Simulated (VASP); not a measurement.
Here is a VASP 6.6.1 calculation.

Contents of INCAR:

```
PREC     = Accurate       # precision mode
ENCUT    = 520            # plane-wave cutoff, eV
EDIFF    = 1E-6           # SCF threshold, eV
ISMEAR   = 0              # smearing method
SIGMA    = 0.01           # smearing width, eV
LREAL    = F              # projectors in reciprocal space
LASPH    = T              # aspherical terms in the spheres
NELM     = 80             # most SCF steps
ALGO     = Normal         # electronic algorithm
ISIF     = 2              # what is computed and relaxed
LWAVE    = F              # write WAVECAR
LCHARG   = F              # write CHGCAR
GGA      = PE             # functional
NBANDS   = 11             # bands
```

The input KPOINTS:

```
regular mesh
0
Gamma
  8 8 8
```

POSCAR

```
BeS
1.0
    0.0000000000      2.4621512159      2.4621512159
    2.4621512159      0.0000000000      2.4621512159
    2.4621512159      2.4621512159      0.0000000000
Be S
1 1
Direct
    0.0000000000      0.0000000000      0.0000000000
    0.2500000000      0.2500000000      0.2500000000
```

Potentials or basis: VASP PAW PBE potentials, release 64 (Be, S).

Launch:

```console
$ cat potpaw_PBE.64/Be/POTCAR potpaw_PBE.64/S/POTCAR > POTCAR
$ mpirun -np 1 vasp_std > vasp.out
```

Task: What does it give for the band gap on the k mesh?

Result: 3.21 eV, indirect (least direct gap 5.51 eV).

Task: Estimate the pressure.

Result: -2.6 GPa.

 A k mesh can miss the band edges.
